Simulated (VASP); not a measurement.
# Ge (Pm-3m) in VASP: further runs

The runs below take Ge through single point, with r2SCAN, r2SCAN0.

Everything below comes from runs of VASP 6.6.1. Logs are shortened: lines on timing, memory, paths and dates and some standing lists are left out, and cuts for length are marked.

**1. The cell of the first run**

Symmetry: Pm-3m, No. 221, cubic system. The conventional cell has a = 2.682 Å, b = 2.682 Å, c = 2.682 Å, α = 90.00°, β = 90.00°, γ = 90.00°. Ge (site symmetry m-3m) has 6 Ge at 2.68 Å within 3.5 Å.

**2. Single point, r2SCAN**

File POSCAR:

```
Ge
1.0
    2.6815700150      0.0000000000      0.0000000000
    0.0000000000      2.6815700150      0.0000000000
    0.0000000000      0.0000000000      2.6815700150
Ge
1
Direct
    0.0000000000      0.0000000000      0.0000000000
```

File INCAR.step1:

```
SYSTEM = Ge
PREC = Accurate
ENCUT = 520
ISMEAR = -1
SIGMA = 0.1
LREAL = .False.
LASPH = .True.
NELM = 100
NBANDS = 13
GGA = PE
ALGO = Normal
EDIFF = 1E-4
LWAVE = .True.
LCHARG = .False.
```

File INCAR.step2:

```
SYSTEM = Ge
PREC = Accurate
ENCUT = 520
EDIFF = 1E-6
ISMEAR = -1
SIGMA = 0.1
LREAL = .False.
LASPH = .True.
NELM = 100
ALGO = Normal
ISIF = 2
LWAVE = .False.
LCHARG = .False.
METAGGA = R2SCAN
LMIXTAU = .True.
NBANDS = 13
ISTART = 1
```

File KPOINTS:

```
Automatic mesh
0
Gamma
  6 6 6
  0 0 0
```

Potentials or basis: VASP PAW PBE potentials, release 64 (Ge_d).

Started as:

```
cat potpaw_PBE.64/Ge_d/POTCAR > POTCAR
cp INCAR.step1 INCAR
mpirun -np 1 vasp_std > vasp.out
cp INCAR.step2 INCAR
mpirun -np 1 vasp_std > vasp.out
```

OUTCAR:

```text
SYSTEM = Ge
   PREC = Accurate
   ENCUT = 520
   EDIFF = 1E-6
   ISMEAR = -1
   LREAL = .False.
   LASPH = .True.
   NELM = 100
   ISIF = 2
   METAGGA = R2SCAN
   ISTART = 1

 ion  position               nearest neighbor table
   1  0.000  0.000  0.000-

  LATTYP: Found a simple cubic cell.
 ALAT       =     2.6815700150

  Lattice vectors:

 A1 = (   2.6815700150,   0.0000000000,   0.0000000000)
 A2 = (   0.0000000000,   2.6815700150,   0.0000000000)
 A3 = (   0.0000000000,   0.0000000000,   2.6815700150)

Analysis of symmetry for initial positions (statically):
=====================================================================
 Subroutine PRICEL returns:
 Original cell was already a primitive cell.

 Routine SETGRP: Setting up the symmetry group for a
 simple cubic supercell.

 Subroutine GETGRP returns: Found 48 space group operations
 (whereof 48 operations were pure point group operations)
 out of a pool of 48 trial point group operations.

The static configuration has the point symmetry O_h .

Analysis of symmetry for dynamics (positions and initial velocities):
=====================================================================
 Subroutine PRICEL returns:
 Original cell was already a primitive cell.

 Routine SETGRP: Setting up the symmetry group for a
 simple cubic supercell.

 Subroutine GETGRP returns: Found 48 space group operations
 (whereof 48 operations were pure point group operations)
 out of a pool of 48 trial point group operations.

The dynamic configuration has the point symmetry O_h .

 Subroutine INISYM returns: Found 48 space group operations
 (whereof 48 operations are pure point group operations),
 and found     1 'primitive' translations

----------------------------------------------------------------------------------------

                                     Primitive cell

  volume of cell :      19.2827

  direct lattice vectors                    reciprocal lattice vectors
     2.681570015  0.000000000  0.000000000     0.372915864  0.000000000  0.000000000
     0.000000000  2.681570015  0.000000000     0.000000000  0.372915864  0.000000000
     0.000000000  0.000000000  2.681570015     0.000000000  0.000000000  0.372915864

  length of vectors
     2.681570015  2.681570015  2.681570015     0.372915864  0.372915864  0.372915864

  position of ions in fractional coordinates (direct lattice)
     0.000000000  0.000000000  0.000000000

  ion indices of the primitive-cell ions
   primitive index   ion index
                 1           1

[... 76 lines left out ...]
   PSTRESS=    0.0 pullay stress
   NELECT =      14.0000    total number of electrons
   NUPDOWN=      -1.0000    fix difference up-down
   EMIN   =  10.00;   EMAX   =-10.00  energy-range for DOS
   EFERMI =   0.00;   METHOD = LEGACY
   ISMEAR =    -1;   SIGMA  =   0.10  broadening in eV -4-tet -1-fermi 0-gaus
   EFERMI_NEDOS =   21; number of points for ismear=-14 and -15
   IALGO  =     38    algorithm
   IMIX   =      4    mixing-type and parameters
     AMIX     =   0.40;   BMIX     =  1.00
     AMIX_MAG =   1.60;   BMIX_MAG =  1.00
  volume/ion in A,a.u.               =      19.28       130.13
  Fermi-wavevector in a.u.,A,eV,Ry     =   1.471392  2.780528 29.456534  2.164994
  Thomas-Fermi vector in A             =   2.586533
   LORBIT       =      0    0 simple, 1 ext, 2 COOP (PROOUT), +10 PAW based schemes
   METAGGA = R2SCAN    functional components
   LHFCALC =     F    Hartree Fock is set to
   AEXX    =    0.0000 exact exchange contribution
   IVDW    =     0    specifies the selected vdW correction
   LEPSILON=     F    determine dielectric tensor
   LRPA    =     F    only Hartree local field effects (RPA)
 non-spin polarized calculation
  energy-cutoff  :      520.00
  volume of cell :       19.28
 maximum number of plane-waves:       552
 NGX is ok and might be reduce to    20
   NGX =  9   NGY =  9   NGZ =  9

 number of electron      13.9999967 magnetization

 Free energy of the ion-electron system (eV)
  ---------------------------------------------------
  ext. energy  EPLUGINS =         0.00000000
  ---------------------------------------------------
  free energy    TOTEN  =       -13.52161534 eV

  energy without entropy =      -13.50128356  energy(sigma->0) =      -13.51144945

 E-fermi :   6.2630     XC(G=0): -12.1101

 val. band max:        6.1848891583   @ k =   0.5000   0.5000   0.5000
 cond. band min:       6.3334390184   @ k =   0.3333   0.3333   0.1667
 fundamental gap:      0.1485498601
 Fermi energy:         6.2629713258

 k-point     1 :       0.0000    0.0000    0.0000
  band No.  band energies     occupation
      1     -19.3256      2.00000
      2     -19.3256      2.00000
      3     -19.0384      2.00000
      4     -19.0384      2.00000
      5     -19.0384      2.00000
      6      -7.4989      2.00000
      7      13.2311      0.00000
      8      13.2311      0.00000
      9      13.2311      0.00000
     10      16.7190      0.00000
     11      16.7190      0.00000
     12      20.1497      0.00000
     13      36.4066      0.00000
[... 290 lines left out ...]
  band No.  band energies     occupation
      1     -19.2054      2.00000
      2     -19.2054      2.00000
      3     -19.2054      2.00000
      4     -18.9531      2.00000
      5     -18.9531      2.00000
      6       6.1849      1.37171
      7       6.3713      0.50595
      8       6.3713      0.50595
      9       6.3713      0.50595
     10      13.4574      0.00000
     11      13.4574      0.00000
     12      13.4574      0.00000
     13      16.6540      0.00000

------------------------ aborting loop because EDIFF is reached ----------------------------------------

  FORCE on cell =-STRESS in cart. coord.  units (eV):
  Direction    XX          YY          ZZ          XY          YZ          ZX
  --------------------------------------------------------------------------------------
  -------------------------------------------------------------------------------------
  Total       -0.0603031     -0.0603031     -0.0603031     -0.0000000     -0.0000000     -0.0000000
  in kB       -5.0105232     -5.0105232     -5.0105232     -0.0000000     -0.0000000     -0.0000000
  external PRESSURE =      -5.0105232 kB  Pullay stress =       0.0000000 kB

 VOLUME and BASIS-vectors are now :
 -----------------------------------------------------------------------------
  energy-cutoff  :      520.00
  volume of cell :       19.28
      direct lattice vectors                 reciprocal lattice vectors
     2.681570015  0.000000000  0.000000000     0.372915864  0.000000000  0.000000000
     0.000000000  2.681570015  0.000000000     0.000000000  0.372915864  0.000000000
     0.000000000  0.000000000  2.681570015     0.000000000  0.000000000  0.372915864

 POSITION                                       TOTAL-FORCE (eV/Angst)
 -----------------------------------------------------------------------------------
      0.00000      0.00000      0.00000         0.000000      0.000000      0.000000
 -----------------------------------------------------------------------------------
    total drift:                               -0.000000      0.000000     -0.000000

  FREE ENERGIE OF THE ION-ELECTRON SYSTEM (eV)
  ---------------------------------------------------
  free  energy   TOTEN  =       -13.5216153445 eV

  energy  without entropy=      -13.5012835615  energy(sigma->0) =      -13.51144945
```

It took 21 s on 1 thread of AMD EPYC 7R43 (Zen 3), shared host; peak memory 0.09 GiB.

Results:

```yaml
Free_energy: -13.5216 eV
Pressure: -0.5 GPa
Band_gap_on_the_k_mesh: zero (band 7 reaches 13.23 eV, above the bottom of band 8 at 3.30 eV)
```

Caveat: the k points lie up to 0.39 Å⁻¹ apart; the PAW data sets were made with another functional, which shifts forces and pressure a little.

**3. Single point, r2SCAN0**

POSCAR is that of step 2.

File INCAR.step1:

```
ALGO = Normal
EDIFF = 1E-5
ENCUT = 520
GGA = PE
ISIF = 2
ISMEAR = -1
LASPH = True
LCHARG = False
LREAL = False
LWAVE = True
NBANDS = 13
NELM = 100
PREC = Accurate
SIGMA = 0.1
```

File INCAR.step2:

```
AEXX = 0.25
ALGO = Normal
EDIFF = 1E-7
ENCUT = 520
ISIF = 2
ISMEAR = -1
ISTART = 1
LASPH = True
LCHARG = False
LHFCALC = True
LMIXTAU = True
LREAL = False
LWAVE = False
METAGGA = R2SCAN
NBANDS = 13
NELM = 100
PREC = Accurate
PRECFOCK = Normal
SIGMA = 0.1
```

File KPOINTS:

```
k-points
0
Gamma
  6 6 6
```

Potentials or basis: VASP PAW PBE potentials, release 64 (Ge_d).

Started as:

```
cat potpaw_PBE.64/Ge_d/POTCAR > POTCAR
cp INCAR.step1 INCAR
mpirun -np 1 vasp_std > vasp.out
cp INCAR.step2 INCAR
mpirun -np 1 vasp_std > vasp.out
```

OUTCAR:

```text
AEXX = 0.25
   EDIFF = 1E-7
   ENCUT = 520
   ISIF = 2
   ISMEAR = -1
   ISTART = 1
   LASPH = True
   LHFCALC = True
   LREAL = False
   METAGGA = R2SCAN
   NELM = 100
   PREC = Accurate
   PRECFOCK = Normal

 ion  position               nearest neighbor table
   1  0.000  0.000  0.000-

  LATTYP: Found a simple cubic cell.
 ALAT       =     2.6815700150

  Lattice vectors:

 A1 = (   2.6815700150,   0.0000000000,   0.0000000000)
 A2 = (   0.0000000000,   2.6815700150,   0.0000000000)
 A3 = (   0.0000000000,   0.0000000000,   2.6815700150)

Analysis of symmetry for initial positions (statically):
=====================================================================
 Subroutine PRICEL returns:
 Original cell was already a primitive cell.

 Routine SETGRP: Setting up the symmetry group for a
 simple cubic supercell.

 Subroutine GETGRP returns: Found 48 space group operations
[... 9 lines left out ...]

 Routine SETGRP: Setting up the symmetry group for a
 simple cubic supercell.

 Subroutine GETGRP returns: Found 48 space group operations
[... 11 lines left out ...]
                                     Primitive cell

  volume of cell :      19.2827

  direct lattice vectors                    reciprocal lattice vectors
     2.681570015  0.000000000  0.000000000     0.372915864  0.000000000  0.000000000
     0.000000000  2.681570015  0.000000000     0.000000000  0.372915864  0.000000000
     0.000000000  0.000000000  2.681570015     0.000000000  0.000000000  0.372915864

  length of vectors
     2.681570015  2.681570015  2.681570015     0.372915864  0.372915864  0.372915864

  position of ions in fractional coordinates (direct lattice)
     0.000000000  0.000000000  0.000000000

  ion indices of the primitive-cell ions
   primitive index   ion index
                 1           1

----------------------------------------------------------------------------------------
[... 96 lines left out ...]
   NKREDZ  =     1    reduce k-point grid by
   AEXX    =    0.2500 exact exchange contribution
   HFSCREEN=    0.0000 screening length (either q_TF or 0.3 A-1)
   HFSCREENC=   0.0000 screening length for correlation (either q_TF or 0.3 A-1)
   ENCUTFOCK=  -1.0 apply spherical cutoff to Coloumb kernel
   IVDW    =     0    specifies the selected vdW correction
   LEPSILON=     F    determine dielectric tensor
   LRPA    =     F    only Hartree local field effects (RPA)
 non-spin polarized calculation
  energy-cutoff  :      520.00
  volume of cell :       19.28
 maximum number of plane-waves:       552
 NGX is ok and might be reduce to    20
  NGX = 16; NGY = 16; NGZ = 16

 number of electron      13.9999967 magnetization

 Free energy of the ion-electron system (eV)
  ---------------------------------------------------
  ext. energy  EPLUGINS =         0.00000000
  ---------------------------------------------------
  free energy    TOTEN  =       -12.55520051 eV

  energy without entropy =      -12.53919404  energy(sigma->0) =      -12.54719727

 E-fermi :   6.3857     XC(G=0):  -9.4117

 val. band max:        6.0888720518   @ k =   0.5000   0.5000   0.5000
 cond. band min:       6.4411168270   @ k =   0.3333   0.3333   0.1667
 fundamental gap:      0.3522447752
 Fermi energy:         6.3856659681

 k-point     1 :       0.0000    0.0000    0.0000
  band No.  band energies     occupation
      1     -22.9895      2.00000
      2     -22.9895      2.00000
      3     -22.7083      2.00000
      4     -22.7083      2.00000
      5     -22.7083      2.00000
      6      -9.3589      2.00000
      7      14.2802      0.00000
      8      14.2802      0.00000
      9      14.2802      0.00000
     10      17.6690      0.00000
     11      17.6690      0.00000
     12      20.9867      0.00000
     13      37.6626      0.00000
[... 290 lines left out ...]
  band No.  band energies     occupation
      1     -22.8708      2.00000
      2     -22.8708      2.00000
      3     -22.8708      2.00000
      4     -22.6291      2.00000
      5     -22.6291      2.00000
      6       6.0889      1.90221
      7       6.6415      0.14367
      8       6.6415      0.14367
      9       6.6415      0.14367
     10      14.1263      0.00000
     11      14.1263      0.00000
     12      14.1263      0.00000
     13      17.3198      0.00000

------------------------ aborting loop because EDIFF is reached ----------------------------------------

  FORCE on cell =-STRESS in cart. coord.  units (eV):
  Direction    XX          YY          ZZ          XY          YZ          ZX
  --------------------------------------------------------------------------------------
  -------------------------------------------------------------------------------------
  Total       -0.2271624     -0.2271624     -0.2271624     -0.0000000     -0.0000000      0.0000000
  in kB      -18.8746795    -18.8746795    -18.8746795     -0.0000000     -0.0000000      0.0000000
  external PRESSURE =     -18.8746795 kB  Pullay stress =       0.0000000 kB

 VOLUME and BASIS-vectors are now :
 -----------------------------------------------------------------------------
  energy-cutoff  :      520.00
  volume of cell :       19.28
      direct lattice vectors                 reciprocal lattice vectors
     2.681570015  0.000000000  0.000000000     0.372915864  0.000000000  0.000000000
     0.000000000  2.681570015  0.000000000     0.000000000  0.372915864  0.000000000
     0.000000000  0.000000000  2.681570015     0.000000000  0.000000000  0.372915864

 POSITION                                       TOTAL-FORCE (eV/Angst)
 -----------------------------------------------------------------------------------
      0.00000      0.00000      0.00000         0.000000      0.000000      0.000000
 -----------------------------------------------------------------------------------
    total drift:                                0.000000      0.000000      0.000000

  FREE ENERGIE OF THE ION-ELECTRON SYSTEM (eV)
  ---------------------------------------------------
  free  energy   TOTEN  =       -12.5552005094 eV

  energy  without entropy=      -12.5391940376  energy(sigma->0) =      -12.54719727
```

OUTCAR.step1:

```text
EDIFF = 1E-5
   ENCUT = 520
   GGA = PE
   ISIF = 2
   ISMEAR = -1
   LASPH = True
[... 528 lines left out ...]

 POSITION                                       TOTAL-FORCE (eV/Angst)
 -----------------------------------------------------------------------------------
      0.00000      0.00000      0.00000         0.000000      0.000000      0.000000
 -----------------------------------------------------------------------------------
    total drift:                               -0.000000      0.000000     -0.000000

  FREE ENERGIE OF THE ION-ELECTRON SYSTEM (eV)
  ---------------------------------------------------
  free  energy   TOTEN  =        -4.2763370560 eV

  energy  without entropy=       -4.2584725505  energy(sigma->0) =       -4.26740480
```

OSZICAR.step1:

```text
N       E                     dE             d eps       ncg     rms          rms(c)
DAV:   1     0.591403907941E+02    0.59140E+02   -0.71718E+03   561   0.302E+03
DAV:   2     0.860285228910E+00   -0.58280E+02   -0.55853E+02   535   0.382E+02
DAV:   3    -0.421091067928E+01   -0.50712E+01   -0.50265E+01   565   0.696E+01
DAV:   4    -0.428174769098E+01   -0.70837E-01   -0.70809E-01   590   0.865E+00
DAV:   5    -0.428247317083E+01   -0.72548E-03   -0.72546E-03   590   0.966E-01    0.144E+00
DAV:   6    -0.427776922004E+01    0.47040E-02   -0.61229E-03   620   0.178E+00    0.825E-01
DAV:   7    -0.427637289901E+01    0.13963E-02   -0.45079E-03   635   0.126E+00    0.771E-02
DAV:   8    -0.427634007676E+01    0.32822E-04   -0.68501E-04   635   0.612E-01    0.329E-02
DAV:   9    -0.427633705601E+01    0.30207E-05   -0.25158E-05   617   0.105E-01
   1 F= -.42763371E+01 E0= -.42674048E+01  d E =-.178645E-01
```

Wall time 29 min (1 thread of AMD EPYC 7R43 (Zen 3), shared host); peak memory 0.1 GiB.

What came out:

```
Free energy            : -12.5552 eV
Pressure               : -1.9 GPa
Band gap on the k mesh : zero (band 7 reaches 14.28 eV, above the bottom of band 8 at 2.58 eV)
```

Caveat: the k points lie up to 0.39 Å⁻¹ apart; the PAW data sets were made with another functional, which shifts forces and pressure a little.
